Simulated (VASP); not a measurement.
A run of VASP 6.6.1 is set up as follows.

Contents of INCAR:

```
SYSTEM = MgH2
ALGO = Normal ; EDIFF = 1E-6
ENCUT = 520 ; GGA = PE
ISIF = 2 ; ISMEAR = -1
LASPH = .TRUE. ; LCHARG = .TRUE.
LELF = .TRUE. ; LREAL = Auto
LVHAR = .TRUE. ; LWAVE = .FALSE.
NBANDS = 34 ; NELM = 100
PREC = Accurate ; SIGMA = 0.02
```

Contents of KPOINTS:

```
k-points
0
G
  6 4 6
  0 0 0
```

Contents of POSCAR:

```
MgH2
1.0
    4.7725755099      0.0000000000      0.0000000000
    0.0000000000      9.3315087097      0.0000000000
    0.0000000000      0.0000000000      4.8990659919
Mg H
8 16
Direct
    0.2746928148      0.1171039820      0.0295892235
    0.2253071852      0.8828960180      0.5295892235
    0.7253071852      0.6171039820      0.4704107765
    0.7746928148      0.1171039820      0.4704107765
    0.7746928148      0.3828960180      0.9704107765
    0.2746928148      0.3828960180      0.5295892235
    0.2253071852      0.6171039820      0.0295892235
    0.7253071852      0.8828960180      0.9704107765
    0.5142020103      0.4735537305      0.2423066421
    0.0142020103      0.4735537305      0.2576933579
    0.0142020103      0.0264462695      0.7576933579
    0.9857979897      0.5264462695      0.7423066421
    0.3309339158      0.7016949585      0.3814671643
    0.3309339158      0.7983050415      0.8814671643
    0.4857979897      0.9735537305      0.2576933579
    0.9857979897      0.9735537305      0.2423066421
    0.8309339158      0.7983050415      0.6185328357
    0.8309339158      0.7016949585      0.1185328357
    0.5142020103      0.0264462695      0.7423066421
    0.4857979897      0.5264462695      0.7576933579
    0.6690660842      0.2016949585      0.1185328357
    0.1690660842      0.2983050415      0.8814671643
    0.1690660842      0.2016949585      0.3814671643
    0.6690660842      0.2983050415      0.6185328357
```

Potentials or basis: VASP PAW PBE potentials, release 64 (Mg, H).

Command:

```console
$ cat potpaw_PBE.64/Mg/POTCAR potpaw_PBE.64/H/POTCAR > POTCAR
$ mpirun -np 1 vasp_std > vasp.out
```

Problem. What does it give for the band gap on the k mesh?

Solution. 2.08 eV.

Problem. What does it give for the largest force?

Solution. 0.005 eV/Å.

Problem. Predict the pressure.

Solution. -0.3 GPa.

Forces on the atoms (eV/Å):
```
Mg   0.001 -0.003  0.004
Mg  -0.001  0.003  0.004
Mg  -0.001 -0.003 -0.004
Mg   0.001 -0.003 -0.004
Mg   0.001  0.003 -0.004
Mg   0.001  0.003  0.004
Mg  -0.001 -0.003  0.004
Mg  -0.001  0.003 -0.004
H    0.001  0.000  0.000
H    0.001  0.000  0.000
H    0.001  0.000  0.000
H   -0.001  0.000  0.000
H    0.001  0.002 -0.001
H    0.001 -0.002 -0.001
H   -0.001  0.000  0.000
H   -0.001  0.000  0.000
H    0.001 -0.002  0.001
H    0.001  0.002  0.001
H    0.001  0.000  0.000
H   -0.001  0.000  0.000
H   -0.001  0.002  0.001
H   -0.001 -0.002 -0.001
H   -0.001  0.002 -0.001
H   -0.001 -0.002  0.001
```

A k mesh can miss the band edges.
